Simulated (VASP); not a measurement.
# HgTe (Fm-3m) in VASP: a series of runs, part 2 of 2

VASP 6.6.1. Earlier steps stand in the parts before.

## Step 3: Single point, HSE06

This run uses another cell than the first one, of 34.09 Å³/atom.

POSCAR reads:

```
HgTe
1.0
    0.0000000000      3.2423687753      3.2423687753
    3.2423687753      0.0000000000      3.2423687753
    3.2423687753      3.2423687753      0.0000000000
Hg Te
1 1
Direct
    0.0000000000      0.0000000000      0.0000000000
    0.5000000000      0.5000000000      0.5000000000
```

INCAR.step1 reads:

```
  ALGO = Normal
  EDIFF = 1E-5
  ENCUT = 520
  GGA = PE
  ISIF = 2
  ISMEAR = -1
  LASPH = True
  LREAL = False
  LWAVE = True
  NBANDS = 16
  NELM = 80
  PREC = Accurate
  SIGMA = 0.05
```

INCAR.step2 reads:

```
  ALGO = Normal
  EDIFF = 1E-7
  ENCUT = 520
  GGA = PE
  HFSCREEN = 0.2079
  ISIF = 2
  ISMEAR = -1
  ISTART = 1
  LASPH = True
  LCHARG = True
  LELF = True
  LHFCALC = True
  LREAL = False
  LVHAR = True
  LWAVE = False
  NBANDS = 16
  NELM = 80
  PREC = Accurate
  PRECFOCK = Normal
  SIGMA = 0.05
```

KPOINTS reads:

```
k-points
0
Gamma
  4 4 4
```

Potentials or basis: VASP PAW PBE potentials, release 64 (Hg, Te).

The run is started by

```sh
$ cat potpaw_PBE.64/Hg/POTCAR potpaw_PBE.64/Te/POTCAR > POTCAR
$ cp INCAR.step1 INCAR
$ mpirun -np 1 vasp_std > vasp.out
$ cp INCAR.step2 INCAR
$ mpirun -np 1 vasp_std > vasp.out
```

OUTCAR:

```text
EDIFF = 1E-7
   ENCUT = 520
   GGA = PE
   HFSCREEN = 0.2079
   ISIF = 2
   ISMEAR = -1
   ISTART = 1
   LASPH = True
   LHFCALC = True
   LREAL = False
   NELM = 80
   PREC = Accurate
   PRECFOCK = Normal

 ion  position               nearest neighbor table
   1  0.000  0.000  0.000-   2 3.24   2 3.24   2 3.24   2 3.24   2 3.24   2 3.24
   2  0.500  0.500  0.500-   1 3.24   1 3.24   1 3.24   1 3.24   1 3.24   1 3.24

  LATTYP: Found a face centered cubic cell.
 ALAT       =     6.4847375506

  Lattice vectors:

 A1 = (   0.0000000000,   3.2423687753,   3.2423687753)
 A2 = (   3.2423687753,   0.0000000000,   3.2423687753)
 A3 = (   3.2423687753,   3.2423687753,   0.0000000000)

Analysis of symmetry for initial positions (statically):
=====================================================================
 Subroutine PRICEL returns:
 Original cell was already a primitive cell.

 Routine SETGRP: Setting up the symmetry group for a
 face centered cubic supercell.

 Subroutine GETGRP returns: Found 48 space group operations
 (whereof 48 operations were pure point group operations)
 out of a pool of 48 trial point group operations.

The static configuration has the point symmetry O_h .

Analysis of symmetry for dynamics (positions and initial velocities):
=====================================================================
 Subroutine PRICEL returns:
 Original cell was already a primitive cell.

 Routine SETGRP: Setting up the symmetry group for a
 face centered cubic supercell.

 Subroutine GETGRP returns: Found 48 space group operations
 (whereof 48 operations were pure point group operations)
 out of a pool of 48 trial point group operations.

The dynamic configuration has the point symmetry O_h .

[... 103 lines left out ...]
  Fermi-wavevector in a.u.,A,eV,Ry     =   1.050251  1.984687 15.007606  1.103028
  Thomas-Fermi vector in A             =   2.185247
   LORBIT       =      0    0 simple, 1 ext, 2 COOP (PROOUT), +10 PAW based schemes
   GGA     = PE    functional components
   LHFCALC =     T    Hartree Fock is set to
   PRECFOCK=normal    Normal, Fast or Accurate (Low or Medium for compatibility)
   ENCUT4O =  -1.0   cutoff for four orbital integrals eV
   NKREDX  =     1    reduce k-point grid by
   NKREDY  =     1    reduce k-point grid by
   NKREDZ  =     1    reduce k-point grid by
   AEXX    =    0.2500 exact exchange contribution
   HFSCREEN=    0.2079 screening length (either q_TF or 0.3 A-1)
   HFSCREENC=   0.2079 screening length for correlation (either q_TF or 0.3 A-1)
   ENCUTFOCK=  -1.0 apply spherical cutoff to Coloumb kernel
   IVDW    =     0    specifies the selected vdW correction
   LEPSILON=     F    determine dielectric tensor
   LRPA    =     F    only Hartree local field effects (RPA)
 non-spin polarized calculation
  energy-cutoff  :      520.00
  volume of cell :       68.17
 maximum number of plane-waves:      1856
 NGX is ok and might be reduce to    36
  NGX = 28; NGY = 28; NGZ = 28

 number of electron      18.0000002 magnetization

 Free energy of the ion-electron system (eV)
  ---------------------------------------------------
  ext. energy  EPLUGINS =         0.00000000
  ---------------------------------------------------
  free energy    TOTEN  =        -3.93829249 eV

  energy without entropy =       -3.92573774  energy(sigma->0) =       -3.93201512

 E-fermi :   2.3568     XC(G=0):  -7.5191

 val. band max:        2.3404186531   @ k =   0.5000   0.0000   0.0000
 cond. band min:       2.9921452415   @ k =   0.5000   0.2500   0.0000
 fundamental gap:      0.6517265884
 Fermi energy:         2.3567942703

 k-point     1 :       0.0000    0.0000    0.0000
  band No.  band energies     occupation
      1      -9.7455      2.00000
      2      -5.2909      2.00000
      3      -5.2909      2.00000
      4      -5.2441      2.00000
      5      -5.2441      2.00000
      6      -5.2441      2.00000
[... 129 lines left out ...]
      3      -5.2320      2.00000
      4      -5.2320      2.00000
      5      -5.1086      2.00000
      6      -4.8135      2.00000
[... 8 lines left out ...]
     15      12.8470      0.00000
     16      15.4635      0.00000

------------------------ aborting loop because EDIFF is reached ----------------------------------------

  FORCE on cell =-STRESS in cart. coord.  units (eV):
  Direction    XX          YY          ZZ          XY          YZ          ZX
  --------------------------------------------------------------------------------------
  -------------------------------------------------------------------------------------
  Total       -2.4120797     -2.4120797     -2.4120797      0.0000000      0.0000000      0.0000000
  in kB      -56.6872015    -56.6872015    -56.6872015      0.0000000      0.0000000      0.0000000
  external PRESSURE =     -56.6872015 kB  Pullay stress =       0.0000000 kB

 VOLUME and BASIS-vectors are now :
 -----------------------------------------------------------------------------
  energy-cutoff  :      520.00
  volume of cell :       68.17
      direct lattice vectors                 reciprocal lattice vectors
     0.000000000  3.242368775  3.242368775    -0.154208245  0.154208245  0.154208245
     3.242368775  0.000000000  3.242368775     0.154208245 -0.154208245  0.154208245
     3.242368775  3.242368775  0.000000000     0.154208245  0.154208245 -0.154208245

 POSITION                                       TOTAL-FORCE (eV/Angst)
 -----------------------------------------------------------------------------------
      0.00000      0.00000      0.00000        -0.000000     -0.000000     -0.000000
      3.24237      3.24237      3.24237         0.000000      0.000000      0.000000
 -----------------------------------------------------------------------------------
    total drift:                               -0.000001     -0.000001     -0.000001

  FREE ENERGIE OF THE ION-ELECTRON SYSTEM (eV)
  ---------------------------------------------------
  free  energy   TOTEN  =        -3.9382924903 eV

  energy  without entropy=       -3.9257377439  energy(sigma->0) =       -3.93201512
```

OUTCAR.step1:

```text
EDIFF = 1E-5
   ENCUT = 520
   GGA = PE
   ISIF = 2
   ISMEAR = -1
[... 354 lines left out ...]
 -----------------------------------------------------------------------------------
      0.00000      0.00000      0.00000         0.000000      0.000000     -0.000000
      3.24237      3.24237      3.24237         0.000000      0.000000      0.000000
 -----------------------------------------------------------------------------------
    total drift:                                0.000000      0.000000      0.000000

  FREE ENERGIE OF THE ION-ELECTRON SYSTEM (eV)
  ---------------------------------------------------
  free  energy   TOTEN  =        -3.0565027525 eV

  energy  without entropy=       -3.0401895203  energy(sigma->0) =       -3.04834614
```

OSZICAR.step1:

```text
N       E                     dE             d eps       ncg     rms          rms(c)
DAV:   1     0.962435608173E+02    0.96244E+02   -0.75242E+03   264   0.943E+02
DAV:   2     0.132679909684E+00   -0.96111E+02   -0.89133E+02   296   0.221E+02
DAV:   3    -0.327245893580E+01   -0.34051E+01   -0.33974E+01   320   0.414E+01
DAV:   4    -0.330183606799E+01   -0.29377E-01   -0.29374E-01   336   0.352E+00
DAV:   5    -0.330210900972E+01   -0.27294E-03   -0.27294E-03   344   0.247E-01    0.451E+00
DAV:   6    -0.306446282439E+01    0.23765E+00   -0.44030E-01   264   0.711E+00    0.398E+00
DAV:   7    -0.305679142662E+01    0.76714E-02   -0.63019E-02   312   0.165E+00    0.170E+00
DAV:   8    -0.305641661592E+01    0.37481E-03   -0.56131E-03   296   0.763E-01    0.379E-01
DAV:   9    -0.305646280702E+01   -0.46191E-04   -0.59032E-04   304   0.200E-01    0.466E-02
DAV:  10    -0.305649176734E+01   -0.28960E-04   -0.65268E-05   320   0.632E-02    0.299E-02
DAV:  11    -0.305650225324E+01   -0.10486E-04   -0.12032E-05   256   0.234E-02    0.919E-03
DAV:  12    -0.305650275251E+01   -0.49927E-06   -0.24403E-06   160   0.141E-02
   1 F= -.30565028E+01 E0= -.30483461E+01  d E =-.163132E-01
```

It took 19 min on 1 thread of Intel Xeon Platinum 8259CL at 2.50GHz (Skylake/Cascade Lake), shared host; peak memory 0.32 GiB.

Results:

```yaml
Free_energy: -3.9383 eV
Pressure: -5.7 GPa
Band_gap_on_the_k_mesh: zero (bands 9 and 10 overlap by 1.90 eV)
```

Caveat: the k points lie up to 0.42 Å⁻¹ apart, too coarse for converged energies and pressures of a metal; the PAW data sets were made with another functional, which shifts forces and pressure a little; spin-orbit coupling is left out, which moves the levels of the heavy elements.
